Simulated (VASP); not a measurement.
# Co (Fd-3m) in VASP: relaxation of cell and atoms with PBEsol

Aim: the relaxation of cell and atoms of Co with PBEsol.

All numbers are computed with VASP 6.6.1; they aren't measurements. Logs are shortened: lines on timing, memory, paths and dates and some standing lists are left out, and cuts for length are marked.

## 1. The cell of the first run

It takes space group Fd-3m (No. 227, cubic). The conventional cell has a = 4.988 Å, b = 4.988 Å, c = 4.988 Å, α = 90.00°, β = 90.00°, γ = 90.00°. Within 2.9 Å of Co (site symmetry -43m) lie 4 Co at 2.16 Å.

This isn't the form of Co at room conditions, which is hcp.

## 2. Relaxation of cell and atoms, PBEsol, collinear spin, ferromagnetic start

Input file INCAR:

```
SYSTEM = Co
ALGO = Normal
EDIFF = 1E-6
EDIFFG = -0.01
ENCUT = 600
GGA = PS
IBRION = 2
ISIF = 3
ISMEAR = 0
ISPIN = 2
LASPH = .True.
LCHARG = .False.
LMAXMIX = 4
LORBIT = 11
LREAL = .False.
LWAVE = .False.
MAGMOM = 1.83 1.83
NELM = 150
NSW = 80
PREC = Accurate
SIGMA = 0.1
```

Input file KPOINTS:

```
k-points
0
Gamma
  14 14 14
  0 0 0
```

Input file POSCAR:

```
Co
1.0
    0.0000000000      2.4938863261      2.4938863261
    2.4938863261      0.0000000000      2.4938863261
    2.4938863261      2.4938863261      0.0000000000
Co
2
Direct
    0.0000000000      0.0000000000      0.0000000000
    0.2500000000      0.2500000000      0.2500000000
```

Potentials or basis: VASP PAW PBE potentials, release 64 (Co).

Run with:

```console
> cat potpaw_PBE.64/Co/POTCAR > POTCAR
> mpirun -np 1 vasp_std > vasp.out
```

OUTCAR:

```text
SYSTEM = Co
   EDIFF = 1E-6
   EDIFFG = -0.01
   ENCUT = 600
   GGA = PS
   IBRION = 2
   ISIF = 3
   ISMEAR = 0
   ISPIN = 2
   LASPH = .True.
   LORBIT = 11
   LREAL = .False.
   NELM = 150
   NSW = 80
   PREC = Accurate

 ion  position               nearest neighbor table
   1  0.000  0.000  0.000-   2 2.16   2 2.16   2 2.16   2 2.16
   2  0.250  0.250  0.250-   1 2.16   1 2.16   1 2.16   1 2.16

  LATTYP: Found a face centered cubic cell.
 ALAT       =     4.9877726522

  Lattice vectors:

 A1 = (   0.0000000000,   2.4938863261,   2.4938863261)
 A2 = (   2.4938863261,   0.0000000000,   2.4938863261)
 A3 = (   2.4938863261,   2.4938863261,   0.0000000000)

Analysis of symmetry for initial positions (statically):
=====================================================================
 Subroutine PRICEL returns:
 Original cell was already a primitive cell.

 Routine SETGRP: Setting up the symmetry group for a
 face centered cubic supercell.

 Subroutine GETGRP returns: Found 48 space group operations
 (whereof 24 operations were pure point group operations)
 out of a pool of 48 trial point group operations.

The static configuration has the point symmetry T_d .
 The point group associated with its full space group is O_h .

Analysis of symmetry for dynamics (positions and initial velocities):
=====================================================================
 Subroutine PRICEL returns:
 Original cell was already a primitive cell.

 Routine SETGRP: Setting up the symmetry group for a
 face centered cubic supercell.

 Subroutine GETGRP returns: Found 48 space group operations
 (whereof 24 operations were pure point group operations)
 out of a pool of 48 trial point group operations.

The dynamic configuration has the point symmetry T_d .
 The point group associated with its full space group is O_h .

Analysis of structural, dynamic, and magnetic symmetry:
=====================================================================
 Subroutine PRICEL returns:
 Original cell was already a primitive cell.

 Routine SETGRP: Setting up the symmetry group for a
 face centered cubic supercell.

 Subroutine GETGRP returns: Found 48 space group operations
 (whereof 24 operations were pure point group operations)
 out of a pool of 48 trial point group operations.

The overall configuration has the point symmetry T_d .
 The point group associated with its full space group is O_h .

 Subroutine INISYM returns: Found 48 space group operations
 (whereof 24 operations are pure point group operations),
 and found     1 'primitive' translations

----------------------------------------------------------------------------------------

                                     Primitive cell

  volume of cell :      31.0213

  direct lattice vectors                    reciprocal lattice vectors
     0.000000000  2.493886326  2.493886326    -0.200490293  0.200490293  0.200490293
     2.493886326  0.000000000  2.493886326     0.200490293 -0.200490293  0.200490293
     2.493886326  2.493886326  0.000000000     0.200490293  0.200490293 -0.200490293

  length of vectors
     3.526887865  3.526887865  3.526887865     0.347259374  0.347259374  0.347259374

  position of ions in fractional coordinates (direct lattice)
     0.000000000  0.000000000  0.000000000
     0.250000000  0.250000000  0.250000000

  ion indices of the primitive-cell ions
   primitive index   ion index
                 1           1
                 2           2

----------------------------------------------------------------------------------------

 KPOINTS: k-points

Automatic generation of k-mesh.
 Grid dimensions read from file:
 generate k-points for:   14   14   14

 Generating k-lattice:

  Cartesian coordinates                     Fractional coordinates (reciprocal lattice)
    -0.014320735  0.014320735  0.014320735     0.071428571  0.000000000  0.000000000
     0.014320735 -0.014320735  0.014320735     0.000000000  0.071428571  0.000000000
     0.014320735  0.014320735 -0.014320735     0.000000000  0.000000000  0.071428571

  Length of vectors
     0.024804241  0.024804241  0.024804241

  Shift w.r.t. Gamma in fractional coordinates (k-lattice)
     0.000000000  0.000000000  0.000000000

 Subroutine IBZKPT returns following result:
 ===========================================

 Found    104 irreducible k-points:

 Following reciprocal coordinates:
            Coordinates               Weight
  0.000000  0.000000  0.000000      1.000000
  0.071429  0.000000  0.000000      8.000000
  0.142857  0.000000  0.000000      8.000000
  0.214286  0.000000  0.000000      8.000000
  0.285714  0.000000  0.000000      8.000000
  0.357143  0.000000  0.000000      8.000000
[... 16 lines left out ...]
  0.214286  0.142857  0.000000     24.000000
  0.285714  0.142857  0.000000     24.000000
 [... further k-points ...]
   k-points           NKPTS =    104   k-points in BZ     NKDIM =    104   number of bands    NBANDS=     15
   number of dos      NEDOS =    301   number of ions     NIONS =      2
   total plane-waves  NPLWV =  21952
   dimension x,y,z NGX =    28 NGY =   28 NGZ =   28
   dimension x,y,z NGXF=    56 NGYF=   56 NGZF=   56
   ions per type =               2
   NGX,Y,Z   is equivalent  to a cutoff of  13.20, 13.20, 13.20 a.u.
   NGXF,Y,Z  is equivalent  to a cutoff of  26.40, 26.40, 26.40 a.u.
 SYSTEM =  Co
   PREC   = accura    normal or accurate (medium, high low for compatibility)
   ISTART =      0    job   : 0-new  1-cont  2-samecut
   ICHARG =      2    charge: 1-file 2-atom 10-const
   ISPIN  =      2    spin polarized calculation?
   LNONCOLLINEAR =      F non collinear calculations
   LSORBIT =      F    spin-orbit coupling
   LASPH  =      T    aspherical Exc in radial PAW
   ENCUT  =  600.0 eV  44.10 Ry    6.64 a.u.   7.04  7.04  7.04*2*pi/ulx,y,z
   NELM   =    150;   NELMIN=  2; NELMDL= -5     # of ELM steps
   EDIFF  = 0.1E-05   stopping-criterion for ELM
   LREAL  =      F    real-space projection
   EDIFFG = -.1E-01   stopping-criterion for IOM
   NSW    =     80    number of steps for IOM
   IBRION =      2    ionic relax: 0-MD 1-quasi-New 2-CG
   NFREE  =      1    steps in history (QN), initial steepest desc. (CG)
   ISIF   =      3    stress and relaxation
   ISYM   =      2    0-nonsym 1-usesym 2-fastsym
   POTIM  = 0.5000    time-step for ionic-motion
   TEBEG  =    0.0;   TEEND  =   0.0 temperature during run
   PSTRESS=    0.0 pullay stress
   NELECT =      18.0000    total number of electrons
   NUPDOWN=      -1.0000    fix difference up-down
   EMIN   =  10.00;   EMAX   =-10.00  energy-range for DOS
   EFERMI =   0.00;   METHOD = LEGACY
   ISMEAR =     0;   SIGMA  =   0.10  broadening in eV -4-tet -1-fermi 0-gaus
   EFERMI_NEDOS =   21; number of points for ismear=-14 and -15
   IALGO  =     38    algorithm
   IMIX   =      4    mixing-type and parameters
     AMIX     =   0.40;   BMIX     =  1.00
     AMIX_MAG =   1.60;   BMIX_MAG =  1.00
  volume/ion in A,a.u.               =      15.51       104.67
  Fermi-wavevector in a.u.,A,eV,Ry     =   1.365460  2.580345 25.367808  1.864481
  Thomas-Fermi vector in A             =   2.491687
   LORBIT       =     11    0 simple, 1 ext, 2 COOP (PROOUT), +10 PAW based schemes
   GGA     = PS    functional components
   LHFCALC =     F    Hartree Fock is set to
   AEXX    =    0.0000 exact exchange contribution
   IVDW    =     0    specifies the selected vdW correction
   LEPSILON=     F    determine dielectric tensor
   LRPA    =     F    only Hartree local field effects (RPA)
 conjugate gradient relaxation of ions
 spin polarized calculation
 Gauss-broadening in eV      SIGMA  =   0.10
  energy-cutoff  :      600.00
  volume of cell :       31.02
 maximum number of plane-waves:      1056
   NGX = 15   NGY = 15   NGZ = 15

--------------------------------------- Ionic step        1  -------------------------------------------

 number of electron      18.0000010 magnetization       3.3560614

 Free energy of the ion-electron system (eV)
  ---------------------------------------------------
  ext. energy  EPLUGINS =         0.00000000
  ---------------------------------------------------
  free energy    TOTEN  =       -12.61971585 eV

  energy without entropy =      -12.60892567  energy(sigma->0) =      -12.61432076

------------------------ aborting loop because EDIFF is reached ----------------------------------------

  FORCE on cell =-STRESS in cart. coord.  units (eV):
  Direction    XX          YY          ZZ          XY          YZ          ZX
  --------------------------------------------------------------------------------------
  -------------------------------------------------------------------------------------
  Total       -0.1463325     -0.1463325     -0.1463325      0.0000000      0.0000000      0.0000000
  in kB       -7.5577290     -7.5577290     -7.5577290      0.0000000      0.0000000      0.0000000
  external PRESSURE =      -7.5577290 kB  Pullay stress =       0.0000000 kB
[... 57 lines left out ...]
  energy  without entropy=      -12.6092302852  energy(sigma->0) =      -12.61461414

--------------------------------------- Ionic step        3  -------------------------------------------

 number of electron      18.0000008 magnetization       3.3457512

 Free energy of the ion-electron system (eV)
  ---------------------------------------------------
  ext. energy  EPLUGINS =         0.00000000
  ---------------------------------------------------
  free energy    TOTEN  =       -12.62017927 eV

  energy without entropy =      -12.60942831  energy(sigma->0) =      -12.61480379

 E-fermi :   5.7002     XC(G=0): -11.3357

 val. band max:        5.6902222612   @ k =  -0.3571   0.2857   0.0714
 cond. band min:       5.7016007180   @ k =   0.2857   0.1429   0.0714
 fundamental gap:      0.0113784568
 Fermi energy:         5.7001599097

 spin component 1

 k-point     1 :       0.0000    0.0000    0.0000
  band No.  band energies     occupation
      1      -1.0389      1.00000
      2       2.2404      1.00000
      3       2.2404      1.00000
      4       2.4698      1.00000
      5       2.4698      1.00000
      6       2.4698      1.00000
      7       4.1541      1.00000
      8       4.1541      1.00000
      9       4.1541      1.00000
     10       5.2372      1.00000
     11       5.2372      1.00000
     12      18.4838      0.00000
     13      18.4838      0.00000
     14      18.4838      0.00000
     15      18.8070      0.00000
[... 399 lines left out ...]
      1       0.3254      1.00000
      2       1.8435      1.00000
      3       2.4168      1.00000
      4       2.5238      1.00000
      5       2.6228      1.00000
      6       3.0106      1.00000
      7       3.4195      1.00000
      8       4.3375      1.00000
      9       4.4251      1.00000
     10       4.9923      1.00000
     11       5.3948      0.99999
     12      11.7253      0.00000
     13      13.9690      0.00000
     14      15.4422      0.00000
     15      17.1104      0.00000

 [... further k-points ...]

 spin component 2

 k-point     1 :       0.0000    0.0000    0.0000
  band No.  band energies     occupation
      1      -0.8892      1.00000
      2       3.8313      1.00000
      3       3.8313      1.00000
      4       3.8837      1.00000
      5       3.8837      1.00000
      6       3.8837      1.00000
      7       5.7118      0.43483
      8       5.7118      0.43483
      9       5.7118      0.43483
     10       7.2205      0.00000
     11       7.2205      0.00000
     12      18.9760      0.00000
     13      18.9760      0.00000
     14      18.9760      0.00000
     15      19.3193      0.00000
[... 443 lines left out ...]
  FREE ENERGIE OF THE ION-ELECTRON SYSTEM (eV)
  ---------------------------------------------------
  free  energy   TOTEN  =       -12.6201792664 eV

  energy  without entropy=      -12.6094283086  energy(sigma->0) =      -12.61480379

 reached required accuracy - stopping structural energy minimisation

 total charge

# of ion       s       p       d       tot
------------------------------------------
    1        0.552   0.381   7.344   8.278
    2        0.552   0.381   7.344   8.278
--------------------------------------------------
tot          1.104   0.762  14.689  16.555

 magnetization (x)

# of ion       s       p       d       tot
------------------------------------------
    1       -0.028  -0.005   1.689   1.656
    2       -0.028  -0.005   1.689   1.656
--------------------------------------------------
tot         -0.057  -0.011   3.379   3.311
```

Run time: 3.1 min. Hardware: 1 thread of Intel Xeon Platinum 8488C (Sapphire Rapids), shared host; peak memory 0.23 GiB.

Results:

```
Free energy                                           : -12.6202 eV
Relaxed volume                                        : 15.41 Å³/atom
Relaxed cell                                          : a = 3.519 Å, b = 3.519 Å, c = 3.519 Å, α = 60.00°, β = 60.00°, γ = 60.00°
Space group after relaxing (to 0.1 Å)                 : Fd-3m (No. 227)
Energy gained by relaxing                             : 0.2 meV/atom
Ionic steps                                           : 3
Pressure after relaxing                               : 0.0 GPa
Net moment                                            : 3.35 μB per cell
Site moments                                          : Co +1.66 μB
Valence electrons inside the program's atomic spheres : Co 8.28
```

The path:
| step | energy change (eV) | largest force (eV/Å) | pressure (GPa) | volume (Å³) |
| --- | --- | --- | --- | --- |
| 1 | 0.0000 | 0.0000 | -0.76 | 31.02 |
| 2 | -0.0003 | 0.0000 | 0.48 | 30.69 |
| 3 | -0.0005 | 0.0000 | 0.00 | 30.82 |

Final structure:
```xyz
2
Lattice="0.0000 2.4885 2.4885 2.4885 0.0000 2.4885 2.4885 2.4885 0.0000" Properties=species:S:1:pos:R:3 pbc="T T T"
Co    0.0000    0.0000    0.0000
Co    1.2443    1.2443    1.2443
```

Caveat: the PAW data sets were made with another functional, which shifts forces and pressure a little.
